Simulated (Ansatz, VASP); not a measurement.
# Pd: VASP beside Ansatz

```xyz
1
Lattice="0.0000 1.9449 2.0421 1.9449 0.0000 2.0421 1.9449 1.9449 0.0000" Properties=species:S:1:pos:R:3 pbc="T T T"
Pd    0.0000    0.0000    0.0000
```

Change from the starting cell: strain +0.000 along x and y, +0.050 along z, atoms carried along.

Alike in both runs: task single point; functional PBEsol; k mesh 20 × 20 × 20; occupations gaussian, width 0.15 eV; no spin polarisation.

|  | VASP | Ansatz |
| --- | --- | --- |
| version | VASP 6.6.1 | Ansatz 0.2.0 |
| potentials or method | VASP PAW PBE potentials, release 64 (Pd), cutoff 520 eV | scalar-relativistic, plane waves, PAW |
| valence electrons in the cell | 10 | 18 |

|  | VASP | Ansatz | Ansatz less VASP |
| --- | --- | --- | --- |
| gap on the k mesh at the Fermi level (eV) | none | none | - |
| pressure (GPa) | -10.4 | -10.2 | +0.26 |
| traceless stress, the component that is largest in VASP (GPa) | -1.82 | -1.84 | -0.019 |

VASP's potentials were made for PBE, not for PBEsol. A gap of «none» marks a metal or a gap that the smearing closes. With one functional, cell and mesh, what is left measures potentials, basis and numerics. VASP's potentials hold 10 valence electrons a cell and Ansatz's 18, so a difference there can come from the potentials and not from the codes.
